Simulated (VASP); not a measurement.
Write the native input for VASP 6.6.1 that does the following.

| Quantity | Value |
| --- | --- |
| Task | single point |
| Functional | PBE |
| Potentials or basis | VASP PAW PBE potentials, release 64 (Bi_d, Se) |
| Cutoff | 520 eV |
| k mesh | 12 × 12 × 12 |
| Occupations | gaussian, width 0.03 eV |
| Spin | no spin polarisation |
| Dipole correction | no |
| Further INCAR settings | ALGO = Normal; EDIFF = 1e-07; NBANDS = 32 |

The structure of Bi2Se3 lies in POSCAR:

```
Bi2Se3
1.0
    2.0714992968      1.1959806766     10.3089564000
   -2.0714992968      1.1959806766     10.3089564000
    0.0000000000     -2.3919613533     10.3089564000
Bi Se
2 3
Direct
    0.4008000000      0.4008000000      0.4008000000
    0.5992000000      0.5992000000      0.5992000000
    0.0000000000      0.0000000000      0.0000000000
    0.2117000000      0.2117000000      0.2117000000
    0.7883000000      0.7883000000      0.7883000000
```

This cell differs from its parent crystal: strain +0.000 along x and y, +0.080 along z.

One way to write it, as run:

INCAR

```
SYSTEM = Bi2Se3
  ALGO = Normal
  EDIFF = 1E-7
  ENCUT = 520
  GGA = PE
  ISIF = 2
  ISMEAR = 0
  LASPH = .True.
  LCHARG = .False.
  LREAL = .False.
  LWAVE = .False.
  NBANDS = 32
  NELM = 80
  PREC = Accurate
  SIGMA = 0.03
```

KPOINTS

```
k-points
0
Gamma
  12 12 12
  0 0 0
```

Potentials or basis: VASP PAW PBE potentials, release 64 (Bi_d, Se).

Run with:

```sh
$ cat potpaw_PBE.64/Bi_d/POTCAR potpaw_PBE.64/Se/POTCAR > POTCAR
$ mpirun -np 1 vasp_std > vasp.out
```

It gave:

| Quantity | Value |
| --- | --- |
| Pressure | -1.9 GPa |
| Largest force | 0.608 eV/Å |
| Band gap on the k mesh | 0.51 eV |

Caveat: the cell differs from its parent crystal (strain +0.000 along x and y, +0.080 along z); spin-orbit coupling is left out, which moves the levels of the heavy elements.

Wall time 2.3 h on 1 thread of Oxide Virtual Turin-like Processor, with other jobs on the host, peak memory 1.4 GiB.
